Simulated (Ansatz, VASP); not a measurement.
**LuH2 in VASP and in Ansatz**

Contents of INCAR:

```
  PREC = Accurate
  ENCUT = 600
  EDIFF = 1E-7
  ISMEAR = 0
  SIGMA = 0.1
  LREAL = False
  LASPH = True
  NELM = 100
  ALGO = Normal
  ISIF = 3
  LWAVE = False
  LCHARG = False
  GGA = PS
  IBRION = 2
  NSW = 100
  EDIFFG = -0.005
```

KPOINTS

```
Automatic mesh
0
Gamma
  14 14 14
```

Contents of POSCAR:

```
LuH2
1.0
    0.0000000000      2.5165000000      2.5165000000
    2.5165000000      0.0000000000      2.5165000000
    2.5165000000      2.5165000000      0.0000000000
Lu H
1 2
Direct
    0.0000000000      0.0000000000      0.0000000000
    0.2500000000      0.2500000000      0.2500000000
    0.7500000000      0.7500000000      0.7500000000
```

Input for Ansatz:

```yaml
crystal:
  lattice:
    - [0.0, 2.5165, 2.5165]
    - [2.5165, 0.0, 2.5165]
    - [2.5165, 2.5165, 0.0]
  atoms:
    - { symbol: Lu, position: [0.0, 0.0, 0.0] }
    - { symbol: H, position: [0.25, 0.25, 0.25] }
    - { symbol: H, position: [0.75, 0.75, 0.75] }
basis:
  ecutwfc: 420
kpoints:
  mp_grid: { grid: [14, 14, 14] }
hamiltonian:
  xc: pbesol
scf:
  occupations: { method: gaussian, width: 0.1 }
output:
  forces: true
  stress: true
  eigenvalues: true
  write_density: true
  write_potential: true
  elf: true
  volumetric_format: npy
relax:
  adjacent_minimum: "off"
  f_tol: 0.005
  max_steps: 80
  cell: { stress_tol: 0.05 }
```

Alike in both runs: task relaxation of cell and atoms; functional PBEsol; k mesh 14 × 14 × 14; occupations gaussian, width 0.1 eV; no spin polarisation.

|  | VASP | Ansatz |
| --- | --- | --- |
| version | VASP 6.6.1 | Ansatz 0.2.0 |
| potentials or method | VASP PAW PBE potentials, release 64 (Lu, H), cutoff 600 eV | scalar-relativistic, plane waves, PAW |
| valence electrons in the cell | 27 | 27 |

|  | VASP | Ansatz | Ansatz less VASP |
| --- | --- | --- | --- |
| gap on the k mesh at the Fermi level, each at its own relaxed structure (eV) | none | none | - |
| relaxed volume (Å³/atom) | 10.20 | 10.16 | -0.040 |
| relaxed cell length with the largest relative difference (Å) | 3.511 | 3.506 | -0.0046 |

VASP's potentials were made for PBE, not for PBEsol. A gap of «none» marks a metal or a gap that the smearing closes.

Spin-orbit coupling is off throughout.
